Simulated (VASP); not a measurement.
# Hf2Si (I4/mcm) in VASP: a series of runs, part 2 of 2

VASP 6.6.1. The steps go on from the part before.

**4. Single point, r2SCAN**

POSCAR reads:

```
Hf2Si
1.0
   -3.2753522240      3.2753522240      2.5828233930
    3.2753522240     -3.2753522240      2.5828233930
    3.2753522240      3.2753522240     -2.5828233930
Hf Si
4 2
Direct
    0.8435136200      0.6564863800      0.5000000000
    0.3435136200      0.8435136200      0.1870272400
    0.1564863800      0.3435136200      0.5000000000
    0.6564863800      0.1564863800      0.8129727600
    0.7500000000      0.7500000000      0.0000000000
    0.2500000000      0.2500000000      0.0000000000
```

INCAR.step1 reads:

```
ALGO = Normal ; EDIFF = 1E-4
ENCUT = 520 ; GGA = PE
ISMEAR = 0 ; LASPH = T
LCHARG = F ; LREAL = F
LWAVE = T ; NBANDS = 33
NELM = 60 ; PREC = Accurate
SIGMA = 0.1
```

INCAR.step2 reads:

```
ALGO = Normal ; EDIFF = 1E-6
ENCUT = 520 ; ISIF = 2
ISMEAR = 0 ; ISTART = 1
LASPH = T ; LCHARG = T
LELF = T ; LMIXTAU = T
LREAL = F ; LVHAR = T
LWAVE = F ; METAGGA = R2SCAN
NBANDS = 33 ; NELM = 60
PREC = Accurate ; SIGMA = 0.1
```

KPOINTS reads:

```
k-points
0
Gamma
  4 4 4
```

Potentials or basis: VASP PAW PBE potentials, release 64 (Hf_pv, Si).

Run with:

```console
cat potpaw_PBE.64/Hf_pv/POTCAR potpaw_PBE.64/Si/POTCAR > POTCAR
cp INCAR.step1 INCAR
mpirun -np 1 vasp_std > vasp.out
cp INCAR.step2 INCAR
mpirun -np 1 vasp_std > vasp.out
```

OUTCAR:

```text
EDIFF = 1E-6
   ENCUT = 520
   ISIF = 2
   ISMEAR = 0
   ISTART = 1
   LASPH = T
   LREAL = F
   METAGGA = R2SCAN
   NELM = 60
   PREC = Accurate

 ion  position               nearest neighbor table
   1  0.844  0.656  0.500-   6 2.79   5 2.79   5 2.79   6 2.79   3 2.90   3 3.11   3 3.11   4 3.30
                             2 3.30   4 3.30   2 3.30   4 3.50   2 3.50   2 3.50   4 3.50
   2  0.344  0.844  0.187-   5 2.79   6 2.79   6 2.79   5 2.79   4 2.90   4 3.11   4 3.11   1 3.30
                             3 3.30   3 3.30   1 3.30   1 3.50   3 3.50   1 3.50   3 3.50
   3  0.156  0.344  0.500-   5 2.79   6 2.79   6 2.79   5 2.79   1 2.90   1 3.11   1 3.11   4 3.30
                             2 3.30   4 3.30   2 3.30   4 3.50   2 3.50   4 3.50   2 3.50
   4  0.656  0.156  0.813-   5 2.79   6 2.79   6 2.79   5 2.79   2 2.90   2 3.11   2 3.11   1 3.30
                             3 3.30   3 3.30   1 3.30   1 3.50   3 3.50   1 3.50   3 3.50
   5  0.750  0.750  0.000-   6 2.58   6 2.58   2 2.79   4 2.79   4 2.79   2 2.79   1 2.79   1 2.79
                             3 2.79   3 2.79
   6  0.250  0.250  0.000-   5 2.58   5 2.58   2 2.79   4 2.79   4 2.79   2 2.79   3 2.79   1 2.79
                             1 2.79   3 2.79

  LATTYP: Found a body centered tetragonal cell.
 ALAT       =     6.5507044480
 C/A-ratio  =     0.7885635548

  Lattice vectors:

[... 185 lines left out ...]
      1     -25.4614      2.00000
      2     -25.4535      2.00000
      3     -25.3145      2.00000
      4     -25.3145      2.00000
      5     -25.2864      2.00000
      6     -25.2864      2.00000
[... 457 lines left out ...]
     32      10.9656      0.00000
     33      11.3558      0.00000

------------------------ aborting loop because EDIFF is reached ----------------------------------------

  FORCE on cell =-STRESS in cart. coord.  units (eV):
  Direction    XX          YY          ZZ          XY          YZ          ZX
  --------------------------------------------------------------------------------------
  -------------------------------------------------------------------------------------
  Total       -0.3829939     -0.3829939      0.3757049      0.0000000      0.0000000      0.0000000
  in kB       -5.5364536     -5.5364536      5.4310870      0.0000000      0.0000000      0.0000000
  external PRESSURE =      -1.8806067 kB  Pullay stress =       0.0000000 kB

 VOLUME and BASIS-vectors are now :
 -----------------------------------------------------------------------------
  energy-cutoff  :      520.00
  volume of cell :      110.83
      direct lattice vectors                 reciprocal lattice vectors
    -3.275352224  3.275352224  2.582823393     0.000000000  0.152655338  0.193586600
     3.275352224 -3.275352224  2.582823393     0.152655338  0.000000000  0.193586600
     3.275352224  3.275352224 -2.582823393     0.152655338  0.152655338  0.000000000

 POSITION                                       TOTAL-FORCE (eV/Angst)
 -----------------------------------------------------------------------------------
      1.02510      2.25026      2.58282         0.044081     -0.044081     -0.000000
      2.25026     -1.02510      2.58282        -0.044081     -0.044081      0.000000
      2.25026      1.02510      0.00000        -0.044081      0.044081     -0.000000
      1.02510      4.30045     -0.00000         0.044081      0.044081     -0.000000
      0.00000      0.00000      3.87424        -0.000000     -0.000000     -0.000000
      0.00000      0.00000      1.29141        -0.000000     -0.000000     -0.000000
 -----------------------------------------------------------------------------------
    total drift:                               -0.000000      0.000000     -0.000000

  FREE ENERGIE OF THE ION-ELECTRON SYSTEM (eV)
  ---------------------------------------------------
  free  energy   TOTEN  =      -202.9276775748 eV

  energy  without entropy=     -202.9160347304  energy(sigma->0) =     -202.92185615
```

OUTCAR.step1:

```text
EDIFF = 1E-4
   ENCUT = 520
   GGA = PE
   ISMEAR = 0
[... 699 lines left out ...]
      2.25026      1.02510      0.00000        -0.077636      0.077636      0.000000
      1.02510      4.30045     -0.00000         0.077636      0.077636     -0.000000
      0.00000      0.00000      3.87424         0.000000      0.000000      0.000000
      0.00000      0.00000      1.29141         0.000000      0.000000      0.000000
 -----------------------------------------------------------------------------------
    total drift:                               -0.000000      0.000000     -0.000000

  FREE ENERGIE OF THE ION-ELECTRON SYSTEM (eV)
  ---------------------------------------------------
  free  energy   TOTEN  =       -55.0151153534 eV

  energy  without entropy=      -55.0013595963  energy(sigma->0) =      -55.00823747
```

OSZICAR.step1:

```text
N       E                     dE             d eps       ncg     rms          rms(c)
DAV:   1     0.181649926130E+03    0.18165E+03   -0.25335E+04   858   0.137E+03
DAV:   2    -0.463314553477E+02   -0.22798E+03   -0.21574E+03  1008   0.331E+02
DAV:   3    -0.573778327926E+02   -0.11046E+02   -0.10594E+02  1140   0.466E+01
DAV:   4    -0.575717810680E+02   -0.19395E+00   -0.19325E+00  1060   0.658E+00
DAV:   5    -0.575755873252E+02   -0.38063E-02   -0.38035E-02  1106   0.833E-01    0.964E+01
DAV:   6    -0.553827893425E+02    0.21928E+01   -0.47641E+00   978   0.846E+00    0.597E+01
DAV:   7    -0.551017838774E+02    0.28101E+00   -0.32187E+00  1064   0.794E+00    0.580E+00
DAV:   8    -0.550171362719E+02    0.84648E-01   -0.38587E-01   992   0.248E+00    0.174E+00
DAV:   9    -0.550154481054E+02    0.16882E-02   -0.35634E-02  1082   0.885E-01    0.754E-01
DAV:  10    -0.550150944547E+02    0.35365E-03   -0.13434E-03  1074   0.181E-01    0.323E-01
DAV:  11    -0.550151153534E+02   -0.20899E-04   -0.11055E-04   844   0.492E-02
   1 F= -.55015115E+02 E0= -.55008237E+02  d E =-.137558E-01
```

Run time: 6.7 min. Hardware: 1 thread of Intel Xeon 8259CL, shared host; peak memory 0.27 GiB.

Results:

- Free energy: -202.9277 eV
- Pressure: -0.2 GPa
- Largest force: 0.062 eV/Å
- Band gap on the k mesh: zero (bands 24 and 25 overlap by 0.40 eV)

Forces in eV/Å, atoms in the order of the input:
```
Hf   0.044 -0.044  0.000
Hf  -0.044 -0.044  0.000
Hf  -0.044  0.044  0.000
Hf   0.044  0.044  0.000
Si   0.000  0.000  0.000
Si   0.000  0.000  0.000
```

Stress tensor (GPa, compression positive):
```
-0.55  0.00  0.00
 0.00 -0.55  0.00
 0.00  0.00  0.54
```

Caveat: the k points lie up to 0.39 Å⁻¹ apart; the PAW data sets were made with another functional, which shifts forces and pressure a little; spin-orbit coupling is left out, which moves the levels of the heavy elements.

**5. Single point, r2SCAN**

POSCAR is that of step 4.

INCAR.step1 reads:

```
PREC = Accurate ; ENCUT = 520
ISMEAR = 0 ; SIGMA = 0.1
LREAL = F ; LASPH = T
NELM = 100 ; NBANDS = 33
GGA = PE ; ALGO = Normal
EDIFF = 1E-4 ; LWAVE = T
LCHARG = F
```

INCAR.step2 reads:

```
PREC = Accurate ; ENCUT = 520
EDIFF = 1E-7 ; ISMEAR = 0
SIGMA = 0.1 ; LREAL = F
LASPH = T ; NELM = 100
ALGO = Normal ; ISIF = 2
LWAVE = F ; LCHARG = T
METAGGA = R2SCAN ; LMIXTAU = T
LELF = T ; LVHAR = T
NBANDS = 33 ; ISTART = 1
```

KPOINTS reads:

```
Automatic mesh
0
Gamma
  4 4 4
  0.5 0.5 0.5
```

Run with:

```console
cat potpaw_PBE.64/Hf_pv/POTCAR potpaw_PBE.64/Si/POTCAR > POTCAR
cp INCAR.step1 INCAR
mpirun -np 1 vasp_std > vasp.out
cp INCAR.step2 INCAR
mpirun -np 1 vasp_std > vasp.out
```

It took 7.2 min on 1 thread of Intel Xeon 8259CL, shared host; peak memory 0.27 GiB.

The run converged. Its results:

```
Free energy            : -202.9434 eV
Pressure               : 0.0 GPa
Largest force          : 0.043 eV/Å
Band gap on the k mesh : zero (bands 24 and 25 overlap by 0.47 eV)
```

Forces on the atoms (eV/Å):
```
Hf   0.031 -0.031  0.000
Hf  -0.031 -0.031  0.000
Hf  -0.031  0.031  0.000
Hf   0.031  0.031  0.000
Si   0.000  0.000  0.000
Si   0.000  0.000  0.000
```

Stress tensor (GPa, compression positive):
```
-0.41  0.00  0.00
 0.00 -0.41  0.00
 0.00  0.00  0.81
```

Levels at points of the mesh, in eV from the Fermi level:
```csv
k point,band 21,band 22,band 23,band 24,band 25,band 26,band 27,band 28
"(0.12, 0.12, 0.12)",-1.64,-1.29,-1.10,-0.71,0.94,1.10,1.49,2.46
```

Caveat: the k points lie up to 0.39 Å⁻¹ apart; the PAW data sets were made with another functional, which shifts forces and pressure a little; spin-orbit coupling is left out, which moves the levels of the heavy elements.

**6. Summary**

```tsv
k mesh	gap on the mesh (eV)	pressure (GPa)	largest force (eV/Å)
1 × 1 × 1	-	-0.9	1.71
2 × 2 × 2	none	-0.2	0.18
4 × 4 × 4	none	-0.2	0.06
4 × 4 × 4, shifted	none	0.0	0.04
```

Alike in all rows: task single point; level r2SCAN; potentials or basis VASP PAW PBE potentials, release 64 (Hf_pv, Si); no spin polarisation; cell as given; cutoff (eV) 520; smearing gaussian 0.1 eV.

Caveats: all runs use coarse meshes; the PAW data sets were made with another functional, which shifts forces and pressure a little; spin-orbit coupling is left out, which moves the levels of the heavy elements.

Absolute energies hang on the potentials; compare differences alone.
